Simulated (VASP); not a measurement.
Here is a VASP 6.6.1 calculation.

The input POSCAR:

```
Mg2Sn
1.0
    0.0000000000      3.4073116578      3.4073116578
    3.4073116578      0.0000000000      3.4073116578
    3.4073116578      3.4073116578      0.0000000000
Sn Mg
1 2
Direct
    0.0000000000      0.0000000000      0.0000000000
    0.2500000000      0.2500000000      0.2500000000
    0.7500000000      0.7500000000      0.7500000000
```

File INCAR.step1:

```
ALGO = Normal ; EDIFF = 1E-5
EDIFFG = -0.005 ; ENCUT = 660
GGA = PE ; GGA_COMPAT = F
IBRION = 2 ; ISIF = 3
ISMEAR = -1 ; LASPH = T
LCHARG = F ; LREAL = F
LWAVE = T ; NELM = 120
NELMIN = 4 ; NSW = 100
PREC = Accurate ; SIGMA = 0.02
```

File INCAR.step2:

```
ALGO = Normal ; EDIFF = 1E-7
EDIFFG = -0.005 ; ENCUT = 660
GGA_COMPAT = F ; IBRION = 2
ISIF = 3 ; ISMEAR = -1
ISTART = 1 ; LASPH = T
LCHARG = F ; LMIXTAU = T
LREAL = F ; LWAVE = F
METAGGA = R2SCAN ; NELM = 120
NELMIN = 4 ; NSW = 80
PREC = Accurate ; SIGMA = 0.02
```

KPOINTS

```
k-points
0
Gamma
  6 6 6
```

Potentials or basis: VASP PAW PBE potentials, release 64 (Sn_d, Mg).

Launch:

```console
$ cat potpaw_PBE.64/Sn_d/POTCAR potpaw_PBE.64/Mg/POTCAR > POTCAR
$ cp INCAR.step1 INCAR
$ mpirun -np 1 vasp_std > vasp.out
$ cp INCAR.step2 INCAR
$ mpirun -np 1 vasp_std > vasp.out
```

Problem. Estimate the band gap on the k mesh.

Solution. 0.18 eV, indirect (least direct gap 2.02 eV).

Problem. What does it give for the relaxed volume?

Solution. 25.63 Å³/atom.

Problem. What does it give for the space group after relaxing (to 0.05 Å)?

Solution. Fm-3m (No. 225).

Final structure:
```
Sn Mg
1.0
     0.00000    3.37484    3.37484
     3.37484    0.00000    3.37484
     3.37484    3.37484    0.00000
Sn Mg
1 2
Cartesian
  0.0000 0.0000 0.0000
  1.6874 1.6874 1.6874
  5.0623 5.0623 5.0623
```

Caveat: the PAW data sets were made with another functional, which shifts forces and pressure a little; spin-orbit coupling is left out, which moves the levels of the heavy elements. A k mesh can miss the band edges.
